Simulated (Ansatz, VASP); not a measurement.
# SiC: VASP beside Ansatz

```
CELL_PARAMETERS angstrom
1.53890 -2.66750 0.00000
1.53890 2.66750 0.00000
0.00000 0.00000 15.12190
ATOMIC_POSITIONS crystal
Si 0.16666 0.83334 0.85772
Si 0.83334 0.16666 0.35772
Si 0.50011 0.49989 0.52451
Si 0.49989 0.50011 0.02451
Si 0.83344 0.16656 0.69122
Si 0.16656 0.83344 0.19122
C 0.50018 0.49982 0.64981
C 0.49982 0.50018 0.14981
C 0.16662 0.83338 0.98268
C 0.83338 0.16662 0.48268
C 0.83340 0.16660 0.81619
C 0.16660 0.83340 0.31619
```

Alike in both runs: task electric field gradients; functional r2SCAN; k mesh 10 × 10 × 2; occupations fermi-dirac, width 0.02 eV; no spin polarisation.

|  | VASP | Ansatz |
| --- | --- | --- |
| version | VASP 6.6.1 | Ansatz 0.2.0 |
| potentials or method | VASP PAW PBE potentials, release 64 (Si, C) | plane-wave PAW, scalar-relativistic |
| plane-wave cutoff (eV) | 520 | 500 |
| valence electrons in the cell | 48 | 48 |

Ansatz gave:

- gap on the k mesh at the Fermi level (eV): 2.38
- pressure (GPa): -0.6
- traceless stress, the component that is largest in VASP (GPa): 0.30
- size of Vzz on the site where it differs most (V/Å²): 2.6

Problem. What did VASP give for the same quantities?

Solution. gap on the k mesh at the Fermi level (eV): 2.39; pressure (GPa): -0.5; traceless stress, the component that is largest in VASP (GPa): 0.30; size of Vzz on the site where it differs most (V/Å²): 2.8.

VASP's potentials were made for PBE, not for r2SCAN. The functional is the same, so the differences come from potentials, cutoffs and numerics.
